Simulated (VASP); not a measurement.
# In (Im-3m) in VASP: further runs, part 2 of 2

VASP 6.6.1. Earlier steps stand in the parts before.

**3. Relaxation of cell and atoms, PBEsol+D3(BJ)**

The input, INCAR:

```
PREC = Accurate ; ENCUT = 600
EDIFF = 1E-6 ; ISMEAR = -1
SIGMA = 0.05 ; LREAL = F
LASPH = T ; NELM = 60
ALGO = Normal ; ISIF = 3
LWAVE = F ; LCHARG = F
GGA = PS ; IVDW = 12
IBRION = 2 ; NSW = 60
EDIFFG = -0.01
```

The input, KPOINTS:

```
Automatic mesh
0
Gamma
  10 10 10
```

The input, POSCAR:

```
In
1.0
   -1.8825252400      1.8825252400      1.8825252400
    1.8825252400     -1.8825252400      1.8825252400
    1.8825252400      1.8825252400     -1.8825252400
In
1
Direct
    0.0000000000      0.0000000000      0.0000000000
```

Potentials or basis: VASP PAW PBE potentials, release 64 (In_d).

On the command line:

```bash
$ cat potpaw_PBE.64/In_d/POTCAR > POTCAR
$ mpirun -np 1 vasp_std > vasp.out
```

OUTCAR:

```text
PREC = Accurate
   ENCUT = 600
   EDIFF = 1E-6
   ISMEAR = -1
   LREAL = F
   LASPH = T
   NELM = 60
   ISIF = 3
   GGA = PS
   IVDW = 12
   IBRION = 2
   NSW = 60
   EDIFFG = -0.01
 IVDW          = 12

 ion  position               nearest neighbor table
   1  0.000  0.000  0.000-

  LATTYP: Found a body centered cubic cell.
 ALAT       =     3.7650504800

  Lattice vectors:

 A1 = (  -1.8825252400,   1.8825252400,   1.8825252400)
 A2 = (   1.8825252400,  -1.8825252400,   1.8825252400)
 A3 = (   1.8825252400,   1.8825252400,  -1.8825252400)

Analysis of symmetry for initial positions (statically):
=====================================================================
 Subroutine PRICEL returns:
 Original cell was already a primitive cell.

 Routine SETGRP: Setting up the symmetry group for a
 body centered cubic supercell.

 Subroutine GETGRP returns: Found 48 space group operations
 (whereof 48 operations were pure point group operations)
 out of a pool of 48 trial point group operations.

The static configuration has the point symmetry O_h .

Analysis of symmetry for dynamics (positions and initial velocities):
=====================================================================
[... 218 lines left out ...]
      4      -6.2208      2.00000
      5      -6.2208      2.00000
      6      -1.9040      2.00000
      7      19.9672      0.00000
      8      19.9672      0.00000
      9      19.9672      0.00000
     10      21.3308      0.00000
[... 287 lines left out ...]
 k-point    24 :      -0.3000    0.3000    0.1000
  band No.  band energies     occupation
      1      -6.5907      2.00000
      2      -6.5210      2.00000
      3      -6.3090      2.00000
      4      -6.2386      2.00000
      5      -6.2140      2.00000
      6       0.5954      2.00000
      7      10.5616      0.00000
      8      14.6126      0.00000
      9      15.7515      0.00000
     10      19.5572      0.00000

 [... further k-points ...]

------------------------ aborting loop because EDIFF is reached ----------------------------------------

 Edisp (eV)   -0.38388

 E8    (eV) :    -0.2781

  FORCE on cell =-STRESS in cart. coord.  units (eV):
  Direction    XX          YY          ZZ          XY          YZ          ZX
  --------------------------------------------------------------------------------------
  -------------------------------------------------------------------------------------
  Total      -0.00601    -0.00601    -0.00601     0.00000     0.00000    -0.00000
  in kB      -0.39328    -0.39328    -0.39328     0.00000     0.00000    -0.00000
  external pressure =       -0.39 kB  Pullay stress =        0.00 kB

 VOLUME and BASIS-vectors are now :
 -----------------------------------------------------------------------------
  energy-cutoff  :      600.00
  volume of cell :       24.50
      direct lattice vectors                 reciprocal lattice vectors
    -1.829562976  1.829562976  1.829562976     0.000000000  0.273289308  0.273289308
     1.829562976 -1.829562976  1.829562976     0.273289308  0.000000000  0.273289308
     1.829562976  1.829562976 -1.829562976     0.273289308  0.273289308  0.000000000

 POSITION                                       TOTAL-FORCE (eV/Angst)
 -----------------------------------------------------------------------------------
      0.00000      0.00000      0.00000        -0.000000      0.000000     -0.000000
 -----------------------------------------------------------------------------------
    total drift:                               -0.000000     -0.000000     -0.000000

  FREE ENERGIE OF THE ION-ELECTRON SYSTEM (eV)
  ---------------------------------------------------
  free  energy   TOTEN  =        -3.3523076091 eV

  energy  without entropy=       -3.3481777812  energy(sigma->0) =       -3.35024270

 reached required accuracy - stopping structural energy minimisation
```

CONTCAR:

```text
In
   1.00000000000000
    -1.8295629757016969    1.8295629757016969    1.8295629757016969
     1.8295629757016969   -1.8295629757016969    1.8295629757016969
     1.8295629757016969    1.8295629757016969   -1.8295629757016969
  In
     1
Direct
     0.0000000000000000    0.0000000000000000    0.0000000000000000

  0.00000000E+00  0.00000000E+00  0.00000000E+00
```

It took 37 s on 1 thread of Intel Xeon 8259CL, shared host; peak memory 0.18 GiB.

What came out:

```yaml
Free_energy: -3.3523 eV
Relaxed_volume: 24.50 Å³/atom
Relaxed_cell: a = 3.169 Å, b = 3.169 Å, c = 3.169 Å, α = 109.47°, β = 109.47°, γ = 109.47°
Space_group_after_relaxing_to_0.05_Å: Im-3m (No. 229)
Energy_gained_by_relaxing: 26.9 meV/atom
Ionic_steps: 2
Pressure_after_relaxing: 0.0 GPa
Dispersion_energy_per_atom: -0.384 eV
```

The path:
```
step  energy change (eV)  largest force (eV/Å)  pressure (GPa)  volume (Å³)
   1              0.0000                0.0000           -3.50        26.69
   2             -0.0269                0.0000           -0.04        24.50
```

Final structure:
```xyz
1
Lattice="-1.8296 1.8296 1.8296 1.8296 -1.8296 1.8296 1.8296 1.8296 -1.8296" Properties=species:S:1:pos:R:3 pbc="T T T"
In    0.0000    0.0000    0.0000
```

Caveat: the PAW data sets were made with another functional, which shifts forces and pressure a little; spin-orbit coupling is left out, which moves the levels of the heavy elements; pairwise dispersion overbinds metals, which lowers pressure and volume.

**4. Relaxation of cell and atoms, PBEsol+D4**

The input, INCAR:

```
SYSTEM = In
ALGO = Normal ; EDIFF = 1E-7
EDIFFG = -0.01 ; ENCUT = 600
GGA = PS ; IBRION = 2
ISIF = 3 ; ISMEAR = -1
IVDW = 13 ; LASPH = .TRUE.
LCHARG = .FALSE. ; LREAL = .FALSE.
LWAVE = .FALSE. ; NELM = 60
NSW = 60 ; PREC = Accurate
SIGMA = 0.05
```

The input, KPOINTS:

```
k-points
0
G
  10 10 10
  0 0 0
```

POSCAR is that of step 3.

On the command line:

```bash
$ cat potpaw_PBE.64/In_d/POTCAR > POTCAR
$ mpirun -np 1 vasp_std > vasp.out
```

Wall time 48 s (1 thread of Intel Xeon 8259CL, shared host); peak memory 0.17 GiB.

It converged, with:

```
Free energy                            : -3.1943 eV
Relaxed volume                         : 25.08 Å³/atom
Relaxed cell                           : a = 3.194 Å, b = 3.194 Å, c = 3.194 Å, α = 109.47°, β = 109.47°, γ = 109.47°
Space group after relaxing (to 0.05 Å) : Im-3m (No. 229)
Energy gained by relaxing              : 14.0 meV/atom
Ionic steps                            : 2
Pressure after relaxing                : -0.1 GPa
Dispersion energy per atom             : -0.219 eV
```

The path:
| step | energy change (eV) | largest force (eV/Å) | pressure (GPa) | volume (Å³) |
| --- | --- | --- | --- | --- |
| 1 | 0.0000 | 0.0000 | -2.55 | 26.69 |
| 2 | -0.0140 | 0.0000 | -0.06 | 25.08 |

Final structure:
```xyz
1
Lattice="-1.8440 1.8440 1.8440 1.8440 -1.8440 1.8440 1.8440 1.8440 -1.8440" Properties=species:S:1:pos:R:3 pbc="T T T"
In    3.6880    0.0000    0.0000
```

Levels at points of the mesh, in eV from the Fermi level:
| k point | band 2 | band 3 | band 4 | band 5 | band 6 | band 7 | band 8 | band 9 | band 10 |
| --- | --- | --- | --- | --- | --- | --- | --- | --- | --- |
| (0.00, 0.00, 0.00) | -14.57 | -14.57 | -14.26 | -14.26 | -9.79 | 11.64 | 11.64 | 11.64 | 13.21 |
| (0.50, 0.00, 0.00) | -14.63 | -14.28 | -14.26 | -14.06 | -3.87 | -3.31 | 6.17 | 7.55 | 10.43 |
| (0.50, 0.50, 0.50) | -14.70 | -14.11 | -14.11 | -14.11 | 1.32 | 1.32 | 1.32 | 1.39 | 5.43 |

Caveat: the PAW data sets were made with another functional, which shifts forces and pressure a little; spin-orbit coupling is left out, which moves the levels of the heavy elements; pairwise dispersion overbinds metals, which lowers pressure and volume.

**5. Overview**

| level | gap on the mesh (eV) | pressure (GPa) | relaxed volume (Å³/atom) |
| --- | --- | --- | --- |
| PBE+D4 | none | 0.0 | 26.38 |
| PBEsol+D3(BJ) | none | 0.0 | 24.50 |
| PBEsol+D4 | none | -0.1 | 25.08 |

Alike in all rows: task relaxation of cell and atoms; potentials or basis VASP PAW PBE potentials, release 64 (In_d); no spin polarisation; cell relaxed; k mesh 10 × 10 × 10; cutoff (eV) 600; smearing fermi-dirac 0.05 eV.

Caveats: spin-orbit coupling is left out, which moves the levels of the heavy elements; pairwise dispersion overbinds metals, which lowers pressure and volume; the PAW data sets were made with another functional, which shifts forces and pressure a little (some runs).

Absolute energies hang on the potentials; compare differences alone.
